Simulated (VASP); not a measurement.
Set up this calculation in VASP 6.6.1, as the native input.

| Item | Value |
| --- | --- |
| Task | single point |
| Functional | PBE |
| Dispersion | D3(BJ) |
| Potentials or basis | VASP PAW PBE potentials, release 64 (Pb_d, F) |
| Cutoff | 520 eV |
| k mesh | 8 × 8 × 8 |
| Occupations | gaussian, width 0.05 eV |
| Spin | no spin polarisation |
| Dipole correction | no |
| Further INCAR settings | ALGO = Normal; EDIFF = 1e-07; NBANDS = 21 |

The structure of PbF2 lies in POSCAR:

```
PbF2
1.0
    0.0000000000      2.9698500000      2.9698500000
    2.9698500000      0.0000000000      2.9698500000
    2.9698500000      2.9698500000      0.0000000000
Pb F
1 2
Direct
    0.0168358671     -0.0168358671     -0.0505076014
    0.2500000000      0.2500000000      0.2500000000
    0.7500000000      0.7500000000      0.7500000000
```

This cell differs from its parent crystal: atom 1 (Pb) moved by (-0.200, -0.100) A along x and y.

The input as run:

INCAR

```
SYSTEM = PbF2
PREC = Accurate ; ENCUT = 520
EDIFF = 1E-7 ; ISMEAR = 0
SIGMA = 0.05 ; LREAL = .False.
LASPH = .True. ; NELM = 60
ALGO = Normal ; ISIF = 2
LWAVE = .False. ; LCHARG = .True.
GGA = PE ; IVDW = 12
LELF = .True. ; LVHAR = .True.
NBANDS = 21
```

KPOINTS

```
regular mesh
0
Gamma
  8 8 8
  0 0 0
```

Potentials or basis: VASP PAW PBE potentials, release 64 (Pb_d, F).

Command:

```bash
$ cat potpaw_PBE.64/Pb_d/POTCAR potpaw_PBE.64/F/POTCAR > POTCAR
$ mpirun -np 1 vasp_std > vasp.out
```

It gave:

The pressure is 1.8 GPa. The largest force is 0.440 eV/Å, the band gap on the k mesh is 4.39 eV (least direct gap 4.61 eV) and the dispersion energy per atom is -0.153 eV.

Caveat: the cell differs from its parent crystal (atom 1 (Pb) moved by (-0.200, -0.100) A along x and y); spin-orbit coupling is left out, which moves the levels of the heavy elements.

It took 2.9 min on 1 thread of Intel(R) Xeon(R) Platinum 8375C CPU @ 2.90GHz (Ice Lake), on a shared host, peak memory 0.29 GiB.
